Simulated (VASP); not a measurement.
# CuI (CsCl type) (Pm-3m) in VASP: a series of runs

Runs on CuI (CsCl type). Level: LDA. Tasks: relaxation of cell and atoms.

Program: VASP 6.6.1. These are calculated values, not measurements. Logs are shortened: lines on timing, memory, paths and dates and some standing lists are left out, and cuts for length are marked.

**1. The cell of the first run**

Symmetry: Pm-3m, No. 221, cubic system. The conventional cell has a = 3.404 Å, b = 3.404 Å, c = 3.404 Å, α = 90.00°, β = 90.00°, γ = 90.00°. Within 3.9 Å of Cu (site symmetry m-3m) lie 8 I at 2.95 Å and 6 Cu at 3.40 Å. Within 3.9 Å of I (site symmetry m-3m) lie 8 Cu at 2.95 Å and 6 I at 3.40 Å.

**2. Relaxation of cell and atoms, LDA, target pressure -0.65 GPa, at which the enthalpy is minimised**

File INCAR:

```
SYSTEM = CuI
  PREC = Accurate
  ENCUT = 600
  EDIFF = 1E-6
  ISMEAR = -1
  SIGMA = 0.08
  LREAL = .FALSE.
  LASPH = .TRUE.
  NELM = 80
  ALGO = Normal
  ISIF = 3
  LWAVE = .FALSE.
  LCHARG = .FALSE.
  GGA = CA
  IBRION = 2
  NSW = 60
  EDIFFG = -0.005
  PSTRESS = -6.5
```

File KPOINTS:

```
regular mesh
0
G
  13 13 13
  0 0 0
```

File POSCAR:

```
CuI
1.0
    3.4043750572      0.0000000000      0.0000000000
    0.0000000000      3.4043750572      0.0000000000
    0.0000000000      0.0000000000      3.4043750572
Cu I
1 1
Direct
    0.0000000000      0.0000000000      0.0000000000
    0.5000000000      0.5000000000      0.5000000000
```

Potentials or basis: VASP PAW LDA potentials, release 64 (Cu, I).

On the command line:

```
cat potpaw_LDA.64/Cu/POTCAR potpaw_LDA.64/I/POTCAR > POTCAR
mpirun -np 1 vasp_std > vasp.out
```

OUTCAR:

```text
SYSTEM = CuI
   PREC = Accurate
   ENCUT = 600
   EDIFF = 1E-6
   ISMEAR = -1
   LREAL = .FALSE.
   LASPH = .TRUE.
   NELM = 80
   ISIF = 3
   GGA = CA
   IBRION = 2
   NSW = 60
   EDIFFG = -0.005
   PSTRESS = -6.5

 ion  position               nearest neighbor table
   1  0.000  0.000  0.000-   2 2.95   2 2.95   2 2.95   2 2.95   2 2.95   2 2.95   2 2.95   2 2.95

   2  0.500  0.500  0.500-   1 2.95   1 2.95   1 2.95   1 2.95   1 2.95   1 2.95   1 2.95   1 2.95

  LATTYP: Found a simple cubic cell.
 ALAT       =     3.4043750572

  Lattice vectors:

 A1 = (   3.4043750572,   0.0000000000,   0.0000000000)
 A2 = (   0.0000000000,   3.4043750572,   0.0000000000)
 A3 = (   0.0000000000,   0.0000000000,   3.4043750572)

Analysis of symmetry for initial positions (statically):
=====================================================================
 Subroutine PRICEL returns:
 Original cell was already a primitive cell.

 Routine SETGRP: Setting up the symmetry group for a
 simple cubic supercell.

 Subroutine GETGRP returns: Found 48 space group operations
 (whereof 48 operations were pure point group operations)
 out of a pool of 48 trial point group operations.

The static configuration has the point symmetry O_h .

Analysis of symmetry for dynamics (positions and initial velocities):
=====================================================================
 Subroutine PRICEL returns:
 Original cell was already a primitive cell.

 Routine SETGRP: Setting up the symmetry group for a
 simple cubic supercell.

 Subroutine GETGRP returns: Found 48 space group operations
 (whereof 48 operations were pure point group operations)
 out of a pool of 48 trial point group operations.

The dynamic configuration has the point symmetry O_h .

 Subroutine INISYM returns: Found 48 space group operations
 (whereof 48 operations are pure point group operations),
 and found     1 'primitive' translations

----------------------------------------------------------------------------------------

                                     Primitive cell

  volume of cell :      39.4559

  direct lattice vectors                    reciprocal lattice vectors
     3.404375057  0.000000000  0.000000000     0.293739668  0.000000000  0.000000000
     0.000000000  3.404375057  0.000000000     0.000000000  0.293739668  0.000000000
     0.000000000  0.000000000  3.404375057     0.000000000  0.000000000  0.293739668

  length of vectors
     3.404375057  3.404375057  3.404375057     0.293739668  0.293739668  0.293739668

  position of ions in fractional coordinates (direct lattice)
     0.000000000  0.000000000  0.000000000
     0.500000000  0.500000000  0.500000000

  ion indices of the primitive-cell ions
   primitive index   ion index
                 1           1
                 2           2

----------------------------------------------------------------------------------------

 KPOINTS: regular mesh

Automatic generation of k-mesh.
 Grid dimensions read from file:
 generate k-points for:   13   13   13

 Generating k-lattice:

  Cartesian coordinates                     Fractional coordinates (reciprocal lattice)
     0.022595359  0.000000000  0.000000000     0.076923077  0.000000000  0.000000000
     0.000000000  0.022595359  0.000000000     0.000000000  0.076923077  0.000000000
     0.000000000  0.000000000  0.022595359     0.000000000  0.000000000  0.076923077

  Length of vectors
     0.022595359  0.022595359  0.022595359

  Shift w.r.t. Gamma in fractional coordinates (k-lattice)
     0.000000000  0.000000000  0.000000000

 Subroutine IBZKPT returns following result:
 ===========================================

 Found     84 irreducible k-points:

 Following reciprocal coordinates:
            Coordinates               Weight
  0.000000  0.000000  0.000000      1.000000
  0.076923  0.000000  0.000000      6.000000
  0.153846  0.000000  0.000000      6.000000
  0.230769  0.000000  0.000000      6.000000
  0.307692  0.000000  0.000000      6.000000
  0.384615  0.000000  0.000000      6.000000
[... 16 lines left out ...]
  0.307692  0.307692  0.000000     12.000000
  0.384615  0.307692  0.000000     24.000000
 [... further k-points ...]
   k-points           NKPTS =     84   k-points in BZ     NKDIM =     84   number of bands    NBANDS=     13
   number of dos      NEDOS =    301   number of ions     NIONS =      2
   total plane-waves  NPLWV =  21952
   dimension x,y,z NGX =    28 NGY =   28 NGZ =   28
   dimension x,y,z NGXF=    56 NGYF=   56 NGZF=   56
   ions per type =               1   1
   NGX,Y,Z   is equivalent  to a cutoff of  13.67, 13.67, 13.67 a.u.
   NGXF,Y,Z  is equivalent  to a cutoff of  27.35, 27.35, 27.35 a.u.
 SYSTEM =  CuI
   PREC   = accura    normal or accurate (medium, high low for compatibility)
   ISTART =      0    job   : 0-new  1-cont  2-samecut
   ICHARG =      2    charge: 1-file 2-atom 10-const
   ISPIN  =      1    spin polarized calculation?
   LNONCOLLINEAR =      F non collinear calculations
   LSORBIT =      F    spin-orbit coupling
   LASPH  =      T    aspherical Exc in radial PAW
   ENCUT  =  600.0 eV  44.10 Ry    6.64 a.u.   6.80  6.80  6.80*2*pi/ulx,y,z
   NELM   =     80;   NELMIN=  2; NELMDL= -5     # of ELM steps
   EDIFF  = 0.1E-05   stopping-criterion for ELM
   LREAL  =      F    real-space projection
   EDIFFG = -.5E-02   stopping-criterion for IOM
   NSW    =     60    number of steps for IOM
   IBRION =      2    ionic relax: 0-MD 1-quasi-New 2-CG
   NFREE  =      1    steps in history (QN), initial steepest desc. (CG)
   ISIF   =      3    stress and relaxation
   ISYM   =      2    0-nonsym 1-usesym 2-fastsym
   POTIM  = 0.5000    time-step for ionic-motion
   TEBEG  =    0.0;   TEEND  =   0.0 temperature during run
   PSTRESS=   -6.5 pullay stress
   NELECT =      18.0000    total number of electrons
   NUPDOWN=      -1.0000    fix difference up-down
   EMIN   =  10.00;   EMAX   =-10.00  energy-range for DOS
   EFERMI =   0.00;   METHOD = LEGACY
   ISMEAR =    -1;   SIGMA  =   0.08  broadening in eV -4-tet -1-fermi 0-gaus
   EFERMI_NEDOS =   21; number of points for ismear=-14 and -15
   IALGO  =     38    algorithm
   IMIX   =      4    mixing-type and parameters
     AMIX     =   0.40;   BMIX     =  1.00
     AMIX_MAG =   1.60;   BMIX_MAG =  1.00
  volume/ion in A,a.u.               =      19.73       133.13
  Fermi-wavevector in a.u.,A,eV,Ry     =   1.260264  2.381554 21.609669  1.588266
  Thomas-Fermi vector in A             =   2.393783
   LORBIT       =      0    0 simple, 1 ext, 2 COOP (PROOUT), +10 PAW based schemes
   GGA     = CA    functional components
   LHFCALC =     F    Hartree Fock is set to
   AEXX    =    0.0000 exact exchange contribution
   IVDW    =     0    specifies the selected vdW correction
   LEPSILON=     F    determine dielectric tensor
   LRPA    =     F    only Hartree local field effects (RPA)
 conjugate gradient relaxation of ions
 non-spin polarized calculation
  energy-cutoff  :      600.00
  volume of cell :       39.46
 maximum number of plane-waves:      1357
 NGX is ok and might be reduce to    28
   NGX = 13   NGY = 13   NGZ = 13

--------------------------------------- Ionic step        1  -------------------------------------------

 number of electron      17.9999995 magnetization

 Free energy of the ion-electron system (eV)
  ---------------------------------------------------
  ext. energy  EPLUGINS =         0.00000000
  ---------------------------------------------------
  free energy    TOTEN  =        -5.45365688 eV

  energy without entropy =       -5.42457383  energy(sigma->0) =       -5.43911535

------------------------ aborting loop because EDIFF is reached ----------------------------------------

  FORCE on cell =-STRESS in cart. coord.  units (eV):
  Direction    XX          YY          ZZ          XY          YZ          ZX
  --------------------------------------------------------------------------------------
  -------------------------------------------------------------------------------------
  Total        1.1887732      1.1887732      1.1887732      0.0000000      0.0000000      0.0000000
  in kB       48.2722314     48.2722314     48.2722314      0.0000000      0.0000000      0.0000000
  external PRESSURE =      54.7722314 kB  Pullay stress =      -6.5000000 kB
[... 93 lines left out ...]
  FREE ENERGIE OF THE ION-ELECTRON SYSTEM (eV)
  ---------------------------------------------------
  free  energy   TOTEN  =        -5.4971314316 eV

  energy  without entropy=       -5.4680512052  energy(sigma->0) =       -5.48259132

  enthalpy is  TOTEN    =        -5.6719826683 eV   P V=       -0.1748512367

[... ionic steps 4 to 10 ...]

--------------------------------------- Ionic step       11  -------------------------------------------

 number of electron      18.0000018 magnetization

------------------------ aborting loop because EDIFF is reached ----------------------------------------

  FORCE on cell =-STRESS in cart. coord.  units (eV):
  Direction    XX          YY          ZZ          XY          YZ          ZX
  --------------------------------------------------------------------------------------
  -------------------------------------------------------------------------------------
  Total       -0.1503624     -0.1503624     -0.1503624      0.0000000      0.0000000      0.0000000
  in kB       -5.5991961     -5.5991961     -5.5991961      0.0000000      0.0000000      0.0000000
  external PRESSURE =       0.9008039 kB  Pullay stress =      -6.5000000 kB
[... 61 lines left out ...]
  enthalpy is  TOTEN    =        -5.6719480958 eV   P V=       -0.1745549238

--------------------------------------- Ionic step       13  -------------------------------------------

 number of electron      18.0000018 magnetization

 Free energy of the ion-electron system (eV)
  ---------------------------------------------------
  ext. energy  EPLUGINS =         0.00000000
  ---------------------------------------------------
  free energy    TOTEN  =        -5.49738979 eV

  energy without entropy =       -5.46829413  energy(sigma->0) =       -5.48284196

 E-fermi :   7.0335     XC(G=0): -10.8245

 val. band max:        7.0112589673   @ k =   0.4615   0.3846   0.1538
 cond. band min:       7.0517074757   @ k =   0.4615   0.3077   0.0000
 fundamental gap:      0.0404485084
 Fermi energy:         7.0334526139

 k-point     1 :       0.0000    0.0000    0.0000
  band No.  band energies     occupation
      1      -7.6270      2.00000
      2       4.5634      2.00000
      3       4.5634      2.00000
      4       5.0977      2.00000
      5       5.0977      2.00000
      6       5.0977      2.00000
      7       5.2764      2.00000
      8       5.2764      2.00000
      9       5.2764      2.00000
     10       6.8659      1.78075
     11      12.3710      0.00000
     12      12.3710      0.00000
     13      17.9435      0.00000
[... 353 lines left out ...]
 k-point    24 :       0.3846    0.3077    0.0000
  band No.  band energies     occupation
      1      -6.2460      2.00000
      2       1.2446      2.00000
      3       2.3875      2.00000
      4       4.6828      2.00000
      5       4.7395      2.00000
      6       4.9735      2.00000
      7       5.2378      2.00000
      8       5.2873      2.00000
      9       7.0006      1.20266
     10       8.0008      0.00001
     11      12.4638      0.00000
     12      14.8110      0.00000
     13      14.9102      0.00000

 [... further k-points ...]
[... 5 lines left out ...]
  --------------------------------------------------------------------------------------
  -------------------------------------------------------------------------------------
  Total       -0.1800697     -0.1800697     -0.1800697      0.0000000     -0.0000000      0.0000000
  in kB       -6.7051918     -6.7051918     -6.7051918      0.0000000     -0.0000000      0.0000000
  external PRESSURE =      -0.2051918 kB  Pullay stress =      -6.5000000 kB
[... 17 lines left out ...]
  FREE ENERGIE OF THE ION-ELECTRON SYSTEM (eV)
  ---------------------------------------------------
  free  energy   TOTEN  =        -5.4973897852 eV

  energy  without entropy=       -5.4682941313  energy(sigma->0) =       -5.48284196

  enthalpy is  TOTEN    =        -5.6719489631 eV   P V=       -0.1745591779

 reached required accuracy - stopping structural energy minimisation
```

Wall time 3.5 min (1 thread of Oxide Virtual Turin-like, shared host); peak memory 0.16 GiB.

Results:

- Free energy: -5.4974 eV
- Relaxed volume: 21.51 Å³/atom
- Relaxed cell: a = 3.504 Å, b = 3.504 Å, c = 3.504 Å, α = 90.00°, β = 90.00°, γ = 90.00°
- Space group after relaxing (to 0.1 Å): Pm-3m (No. 221)
- Energy change on relaxing (the run minimises the enthalpy): -21.9 meV/atom
- Ionic steps: 13
- Pressure after relaxing: -0.7 GPa
- Band gap on the k mesh: zero (bands 9 and 10 overlap by 0.59 eV)

Step by step:
```
step  energy change (eV)  largest force (eV/Å)  pressure (GPa)  volume (Å³)
   1              0.0000                0.0000            4.83        39.46
   2             -0.0418                0.0000           -1.04        43.43
   3             -0.0435                0.0000           -0.73        43.10
   4             -0.0437                0.0000           -0.53        43.02
   5             -0.0437                0.0000           -0.81        43.03
   6             -0.0437                0.0000           -0.43        43.02
   7             -0.0437                0.0000           -0.52        43.02
   8             -0.0437                0.0000           -0.52        43.02
   9             -0.0437                0.0000           -0.54        43.02
  10             -0.0437                0.0000           -0.55        43.03
  11             -0.0437                0.0000           -0.56        43.03
  12             -0.0437                0.0000           -0.59        43.03
  13             -0.0437                0.0000           -0.67        43.03
```

Final structure:
```xyz
2
Lattice="3.5041 0.0000 0.0000 0.0000 3.5041 0.0000 0.0000 0.0000 3.5041" Properties=species:S:1:pos:R:3 pbc="T T T"
Cu    0.0000    3.5041    0.0000
I     1.7521    1.7521    1.7521
```

Caveat: the cell is relaxed towards a set pressure, so the run minimises the enthalpy, not the energy; spin-orbit coupling is left out, which moves the levels of the heavy elements.

**3. Relaxation of cell and atoms, LDA, target pressure -0.65 GPa, at which the enthalpy is minimised**

This run uses another cell than the first one, of 21.49 Å³/atom.

File INCAR:

```
SYSTEM = CuI
PREC = Accurate
ENCUT = 600
EDIFF = 1E-7
ISMEAR = -1
SIGMA = 0.08
LREAL = .False.
LASPH = .True.
NELM = 60
ALGO = Normal
ISIF = 3
LWAVE = .False.
LCHARG = .False.
GGA = CA
IBRION = 2
NSW = 32
EDIFFG = -0.005
PSTRESS = -6.5
```

File KPOINTS:

```
regular mesh
0
Gamma
  13 13 13
  0 0 0
```

File POSCAR:

```
CuI
1.0
    3.5026350166      0.0000000000      0.0000000000
    0.0000000000      3.5026350166      0.0000000000
    0.0000000000      0.0000000000      3.5026350166
Cu I
1 1
Direct
    0.0000000000      0.0000000000      0.0000000000
    0.5000000000      0.5000000000      0.5000000000
```

Potentials or basis: VASP PAW LDA potentials, release 64 (Cu, I).

On the command line:

```
cat potpaw_LDA.64/Cu/POTCAR potpaw_LDA.64/I/POTCAR > POTCAR
mpirun -np 1 vasp_std > vasp.out
```

Run time: 2.2 min. Hardware: 1 thread of Oxide Virtual Turin-like, shared host; peak memory 0.16 GiB.

Results (log left out):

```
Free energy                                                : -5.4974 eV
Relaxed volume                                             : 21.55 Å³/atom
Relaxed cell                                               : a = 3.506 Å, b = 3.506 Å, c = 3.506 Å, α = 90.00°, β = 90.00°, γ = 90.00°
Space group after relaxing (to 0.1 Å)                      : Pm-3m (No. 221)
Energy change on relaxing (the run minimises the enthalpy) : +0.2 meV/atom
Ionic steps                                                : 3
Pressure after relaxing                                    : -0.6 GPa
Band gap on the k mesh                                     : zero (bands 9 and 10 overlap by 0.59 eV)
```

Step by step:
```tsv
step	energy change (eV)	largest force (eV/Å)	pressure (GPa)	volume (Å³)
1	0.0000	0.0000	-0.30	42.97
2	0.0012	0.0000	-0.82	43.26
3	0.0004	0.0000	-0.65	43.09
```

Final structure:
```yaml
crystal:
  lattice:
    - [3.50596, 0.00000, 0.00000]
    - [0.00000, 3.50596, 0.00000]
    - [0.00000, 0.00000, 3.50596]
  atoms:
    - { symbol: Cu, position: [0.00000, 0.00000, 0.00000] }
    - { symbol: I, position: [0.50000, 0.50000, 0.50000] }
```

Levels at points of the mesh, in eV from the Fermi level:
| k point | band 7 | band 8 | band 9 | band 10 | band 11 | band 12 |
| --- | --- | --- | --- | --- | --- | --- |
| (0.00, 0.00, 0.00) | -1.75 | -1.75 | -1.75 | -0.17 | 5.34 | 5.34 |

Caveat: the cell is relaxed towards a set pressure, so the run minimises the enthalpy, not the energy; spin-orbit coupling is left out, which moves the levels of the heavy elements.

The gap in the log of VASP goes by the Fermi energy; the results here count the filled bands.